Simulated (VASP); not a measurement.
Wanted: the native input for a VASP 6.6.1 run.

```
Task                   : single point
Functional             : PBEsol
Potentials or basis    : VASP PAW PBE potentials, release 64 (Pb_d, F)
Cutoff                 : 600 eV
k mesh                 : 5 × 5 × 5
Occupations            : gaussian, width 0.01 eV
Spin                   : non-collinear spin, zero start, spin-orbit coupling
Starting moments       : [[0.0, 0.0, 0.0], [0.0, 0.0, 0.0], [0.0, 0.0, 0.0]] μB
Dipole correction      : no
Further INCAR settings : ALGO = Normal; EDIFF = 1e-06; NBANDS = 41
```

The structure of PbF2 lies in POSCAR:

```
PbF2
1.0
    0.0000000000      2.9636600000      2.9636600000
    2.9636600000      0.0000000000      2.9636600000
    2.9636600000      2.9636600000      0.0000000000
Pb F
1 2
Direct
    0.0000000000      0.0000000000      0.0000000000
    0.2500000000      0.2500000000      0.2500000000
    0.7500000000      0.7500000000      0.7500000000
```

The input as run:

INCAR

```
SYSTEM = PbF2
PREC = Accurate
ENCUT = 600
EDIFF = 1E-6
ISMEAR = 0
SIGMA = 0.01
LREAL = .False.
LASPH = .True.
NELM = 200
ALGO = Normal
ISIF = 2
LWAVE = .False.
LCHARG = .True.
MAGMOM = 0 0 0 0 0 0 0 0 0
LORBIT = 11
LSORBIT = .True.
GGA_COMPAT = .False.
LORBMOM = .True.
GGA = PS
LVHAR = .True.
NBANDS = 41
```

KPOINTS

```
regular mesh
0
Gamma
  5 5 5
  0 0 0
```

Potentials or basis: VASP PAW PBE potentials, release 64 (Pb_d, F).

The run is started by

```sh
$ cat potpaw_PBE.64/Pb_d/POTCAR potpaw_PBE.64/F/POTCAR > POTCAR
$ mpirun -np 1 vasp_ncl > vasp.out
```

It gave:

```json
{
  "Pressure": "-1.4 GPa",
  "Net moment": "0.00 μB per cell",
  "Valence electrons inside the program's atomic spheres": "Pb 11.71; F 6.04"
}
```

Caveat: the k points lie up to 0.37 Å⁻¹ apart; the PAW data sets were made with another functional, which shifts forces and pressure a little.

It took 51 s on 1 thread of Intel(R) Xeon(R) Platinum 8488C (Sapphire Rapids) (shared host), peak memory 0.38 GiB.
